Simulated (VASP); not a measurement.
# Se (P3_121) in VASP: further runs, part 2 of 2

VASP 6.6.1. The steps go on from the part before.

### 3 Vibrations by perturbation theory, PBEsol

Contents of INCAR:

```
PREC = Accurate
ENCUT = 520
EDIFF = 1E-8
ISMEAR = -1
SIGMA = 0.05
LREAL = False
LASPH = True
NELM = 80
ALGO = Normal
ISIF = 2
LWAVE = False
LCHARG = False
GGA = PS
IBRION = 8
NSW = 1
```

Contents of KPOINTS:

```
Automatic mesh
0
Gamma
  7 7 6
```

Contents of POSCAR:

```
Se
1.0
    4.3662000000      0.0000000000      0.0000000000
   -2.1831000000      3.7812401180      0.0000000000
    0.0000000000      0.0000000000      4.9536000000
Se
3
Direct
    0.7746000000      0.7746000000      0.0000000000
    0.0000000000      0.2254000000      0.6666666667
    0.2254000000      0.0000000000      0.3333333333
```

Potentials or basis: VASP PAW PBE potentials, release 64 (Se).

Started as:

```
$ cat potpaw_PBE.64/Se/POTCAR > POTCAR
$ mpirun -np 1 vasp_std > vasp.out
```

OUTCAR:

```text
PREC = Accurate
   ENCUT = 520
   EDIFF = 1E-8
   ISMEAR = -1
   LREAL = False
   LASPH = True
   NELM = 80
   ISIF = 2
   GGA = PS
   IBRION = 8
   NSW = 1

 ion  position               nearest neighbor table
   1  0.775  0.775  0.000-   2 2.37   3 2.37
   2  0.000  0.225  0.667-   1 2.37   3 2.37
   3  0.225  0.000  0.333-   1 2.37   2 2.37

  LATTYP: Found a hexagonal cell.
 ALAT       =     4.3662000000
 C/A-ratio  =     1.1345334616

  Lattice vectors:

 A1 = (   4.3662000000,   0.0000000000,   0.0000000000)
 A2 = (  -2.1831000000,   3.7812401180,   0.0000000000)
 A3 = (   0.0000000000,   0.0000000000,   4.9536000000)

Analysis of symmetry for initial positions (statically):
=====================================================================
 Subroutine PRICEL returns:
 Original cell was already a primitive cell.

 Routine SETGRP: Setting up the symmetry group for a
 hexagonal supercell.

 Subroutine GETGRP returns: Found  6 space group operations
 (whereof  2 operations were pure point group operations)
 out of a pool of 24 trial point group operations.

The static configuration has the point symmetry C_2 .
 The point group associated with its full space group is D_3 .

Analysis of symmetry for dynamics (positions and initial velocities):
=====================================================================
 Subroutine PRICEL returns:
 Original cell was already a primitive cell.

 Routine SETGRP: Setting up the symmetry group for a
 hexagonal supercell.

 Subroutine GETGRP returns: Found  6 space group operations
 (whereof  2 operations were pure point group operations)
 out of a pool of 24 trial point group operations.

The dynamic configuration has the point symmetry C_2 .
 The point group associated with its full space group is D_3 .

 Subroutine INISYM returns: Found  6 space group operations
 (whereof  2 operations are pure point group operations),
 and found     1 'primitive' translations

----------------------------------------------------------------------------------------

                                     Primitive cell

  volume of cell :      81.7822

  direct lattice vectors                    reciprocal lattice vectors
     4.366200000  0.000000000  0.000000000     0.229032110  0.132231751  0.000000000
[... 521 lines left out ...]
      8       0.7918      2.00000
      9       1.6704      2.00000
     10       4.4311      0.00000
     11       4.8229      0.00000
     12       5.5821      0.00000
     13       8.7901      0.00000

 [... further k-points ...]

------------------------ aborting loop because EDIFF is reached ----------------------------------------

  FORCE on cell =-STRESS in cart. coord.  units (eV):
  Direction    XX          YY          ZZ          XY          YZ          ZX
  --------------------------------------------------------------------------------------
  -------------------------------------------------------------------------------------
  Total       -0.0811835     -0.0811835      0.7146269      0.0000000      0.0000000      0.0000000
  in kB       -1.5904486     -1.5904486     14.0001005      0.0000000      0.0000000      0.0000000
  external PRESSURE =       3.6064011 kB  Pullay stress =       0.0000000 kB

 VOLUME and BASIS-vectors are now :
 -----------------------------------------------------------------------------
  energy-cutoff  :      520.00
  volume of cell :       81.78
      direct lattice vectors                 reciprocal lattice vectors
     4.366200000  0.000000000  0.000000000     0.229032110  0.132231751  0.000000000
    -2.183100000  3.781240118  0.000000000     0.000000000  0.264463501  0.000000000
     0.000000000  0.000000000  4.953600000     0.000000000  0.000000000  0.201873385

 POSITION                                       TOTAL-FORCE (eV/Angst)
 -----------------------------------------------------------------------------------
      1.69103      2.92895      0.00000        -0.166463     -0.288322     -0.000000
     -0.49207      0.85229      3.30240        -0.166463      0.288322      0.000000
      0.98414      0.00000      1.65120         0.332925      0.000000     -0.000000
 -----------------------------------------------------------------------------------
    total drift:                                0.000000      0.000000      0.000000

  FREE ENERGIE OF THE ION-ELECTRON SYSTEM (eV)
  ---------------------------------------------------
  free  energy   TOTEN  =       -11.4861657364 eV

  energy  without entropy=      -11.4861651129  energy(sigma->0) =      -11.48616542

[... ionic steps 2 to 3 ...]

--------------------------------------- Ionic step        4  -------------------------------------------

------------------------ aborting loop because EDIFF is reached ----------------------------------------

[... ionic steps 5 to 5 ...]

--------------------------------------- Ionic step        6  -------------------------------------------

 Free energy of the ion-electron system (eV)
  ---------------------------------------------------
  ---------------------------------------------------
  free energy    TOTEN  =        -0.08664414 eV

  energy without entropy =       -0.08664414

------------------------ aborting loop because EDIFF is reached ----------------------------------------

 INTERNAL STRAIN TENSOR  FOR ION    1  DIRECTION 3   (eV/Angst):
 -----------------------------------------------------------------------------
     4.07043  2.45089  5.97015
     2.25552 -4.07403 10.37282
     5.89037 10.20585 -0.00148

 INTERNAL STRAIN TENSOR FOR ION    3 for displacements in x,y,z  (eV/Angst):
          X           Y           Z          XY          YZ          ZX
  --------------------------------------------------------------------------------
  x   -12.99781    -6.32065   -12.17352    -0.00000    -4.82768     0.00000
  y     0.00000    -0.00000     0.00000    -3.27084    -0.00000    -4.62595
  z     0.00000     0.00000     0.00000    -4.80094     0.00000   -11.96819

 SECOND DERIVATIVES (NOT SYMMETRIZED)
 ------------------------------------
               1X          1Y          1Z          2X          2Y          2Z          3X          3Y          3Z
  1X    -4.450988   -1.969012   -1.843102    0.515036    0.571523    0.001805    3.935952    1.397488    1.841297
  1Y    -1.969012   -6.724607    1.064115   -0.577578    5.072761   -2.125105    2.546590    1.651846    1.060990
  1Z    -1.842511    1.063774   -9.124217   -0.001219   -2.129659    4.562108    1.843729    1.065885    4.562108
  2X     0.515036   -0.571523   -0.001805   -4.450988    1.969012    1.843102    3.935952   -1.397488   -1.841297
  2Y     0.577578    5.072761   -2.125105    1.969012   -6.724607    1.064115   -2.546590    1.651846    1.060990
  2Z     0.001219   -2.129659    4.562108    1.842511    1.063774   -9.124217   -1.843729    1.065885    4.562108
  3X     3.930708    2.549617    1.839493    3.930708   -2.549617   -1.839493   -7.861416   -0.000000    0.000000
  3Y     1.400516    1.657089    1.064115   -1.400516    1.657089    1.064115    0.000000   -3.314179   -2.128231
  3Z     1.844948    1.063774    4.562108   -1.844948    1.063774    4.562108    0.000000   -2.127548   -9.124217

 Eigenvectors and eigenvalues of the dynamical matrix
 ----------------------------------------------------

   1 f  =    7.082954 THz    44.503513 2PiTHz  236.261916 cm-1    29.292731 meV
             X         Y         Z           dx          dy          dz
      1.691029  2.928949  0.000000     0.288675    0.500000    0.000000
     -0.492071  0.852292  3.302400     0.288675   -0.500000   -0.000000
      0.984141  0.000000  1.651200    -0.577350   -0.000000   -0.000000
[... 43 lines left out ...]
   9 f/i=    0.003435 THz     0.021584 2PiTHz    0.114588 cm-1     0.014207 meV
             X         Y         Z           dx          dy          dz
      1.691029  2.928949  0.000000    -0.576578   -0.026011   -0.000063
     -0.492071  0.852292  3.302400    -0.576544   -0.025247    0.000066
      0.984141  0.000000  1.651200    -0.577223   -0.025600   -0.000003

--------------------------------------------------------------------------------------------------------

 ELASTIC MODULI CONTR FROM IONIC RELAXATION (kBar)
 Direction    XX          YY          ZZ          XY          YZ          ZX
 --------------------------------------------------------------------------------
 XX        -437.7706   -238.8634   -426.3805     -0.0000   -165.4078     -0.0000
 YY        -238.8634   -437.7706   -426.3805     -0.0000    165.4078      0.0000
 ZZ        -426.3805   -426.3805   -537.3669     -0.0000      0.0000      0.0000
 XY          -0.0000     -0.0000     -0.0000    -99.9799      0.0000   -162.4175
 YZ        -165.4078    165.4078      0.0000      0.0000   -339.5956      0.0000
 ZX          -0.0000     -0.0000     -0.0000   -162.4175      0.0000   -340.7870
 --------------------------------------------------------------------------------
```

OSZICAR:

```text
N       E                     dE             d eps       ncg     rms          rms(c)
DAV:   1     0.856693360389E+02    0.85669E+02   -0.72417E+03  1040   0.114E+03
DAV:   2    -0.533061774889E+01   -0.91000E+02   -0.87401E+02  1416   0.176E+02
DAV:   3    -0.115244342409E+02   -0.61938E+01   -0.61548E+01  1280   0.529E+01
DAV:   4    -0.115865024898E+02   -0.62068E-01   -0.61998E-01  1200   0.616E+00
[... 37 lines left out ...]
RMM:   5    -0.866581023160E-01   -0.17870E-04   -0.10798E-05  6291   0.181E-02    0.442E-03
RMM:   6    -0.866405577451E-01    0.17545E-04   -0.48446E-08  6306   0.515E-03    0.879E-04
RMM:   7    -0.866426136984E-01   -0.20560E-05    0.11194E-08  6626   0.117E-03    0.339E-04
RMM:   8    -0.866441507738E-01   -0.15371E-05    0.48972E-08  6367   0.540E-04    0.105E-04
RMM:   9    -0.866441436056E-01    0.71683E-08    0.42605E-08  6452   0.162E-04    0.287E-05
 Linear response finished
```

stdout:

```text
POSCAR found type information on POSCAR Se
 POSCAR found :  1 types and       3 ions
 scaLAPACK will be used
 -----------------------------------------------------------------------------
|                                                                             |
|                                                                             |
|     You enforced a specific xc type in the INCAR file but a different       |
|     I HOPE YOU KNOW WHAT YOU ARE DOING!                                     |
|                                                                             |
 -----------------------------------------------------------------------------

 LDA part: xc-table for (Slater+PW92), standard interpolation
 POSCAR, INCAR and KPOINTS ok, starting setup
 FFT: planning ... GRIDC
 FFT: planning ... GRID_SOFT
 FFT: planning ... GRID
 WAVECAR not read
 entering main loop
 Linear response reoptimize wavefunctions to high precision
 Linear response DOF=           2
 Linear response progress:
 first order change of Fermi-energy   0.25543E+00
 force on displaced ion       1 direction 1 :  -4.451  -1.969  -1.843
 Linear response progress:
 first order change of Fermi-energy  -0.15763E-03
 force on displaced ion       1 direction 3 :  -1.839   1.069  -9.124
 Linear response finished
```

It took 2.4 min on 1 thread of Intel Xeon 6975P-C (Granite Rapids), shared host; peak memory 0.43 GiB.

Results:

```yaml
Highest_phonon_frequency_at_Γ: 236 cm⁻¹
```

Phonon frequencies in cm⁻¹ (negative: imaginary):
```tsv
q point	frequencies
(0.000, 0.000, 0.000)	0 0 0 94 132 132 235 235 236
```

Caveat: the PAW data sets were made with another functional, which shifts forces and pressure a little.

### 4 Elastic constants, PBEsol

Contents of INCAR:

```
SYSTEM = Se
ALGO = Normal ; EDIFF = 1E-8
ENCUT = 600 ; GGA = PS
IBRION = 6 ; ISIF = 3
ISMEAR = -1 ; LASPH = .TRUE.
LCHARG = .FALSE. ; LREAL = .FALSE.
LWAVE = .FALSE. ; NELM = 80
NFREE = 2 ; NSW = 1
POTIM = 0.015 ; PREC = Accurate
SIGMA = 0.05
```

Contents of KPOINTS:

```
k-points
0
G
  5 5 4
  0 0 0
```

POSCAR is that of step 3.

Started as:

```
$ cat potpaw_PBE.64/Se/POTCAR > POTCAR
$ mpirun -np 1 vasp_std > vasp.out
```

Wall time 4 min (1 thread of Intel Xeon 6975P-C (Granite Rapids), shared host); peak memory 0.3 GiB.

The run converged. Its results:

| Property | Result |
| --- | --- |
| Voigt bulk modulus | 18 GPa |
| Highest phonon frequency at Γ | 236 cm⁻¹ |

Phonon frequencies in cm⁻¹ (negative: imaginary):
```tsv
q point	frequencies
(0.000, 0.000, 0.000)	0 0 0 93 132 132 235 235 236
```

Elastic tensor in Voigt notation (GPa, in the Cartesian axes of the cell as first typed):
```
12  4 13  5  0  0
 4 12 13 -5  0  0
13 13 73  0  0  0
 5 -5  0 16  0  0
 0  0  0  0 16  5
 0  0  0  0  5  4
```

Clamped-ion elastic tensor (GPa):
```
 56  28  56  22   0   0
 28  56  56 -22   0   0
 56  56 127   0   0   0
 22 -22   0  50   0   0
  0   0   0   0  50  22
  0   0   0   0  22  14
```

Caveat: the PAW data sets were made with another functional, which shifts forces and pressure a little.
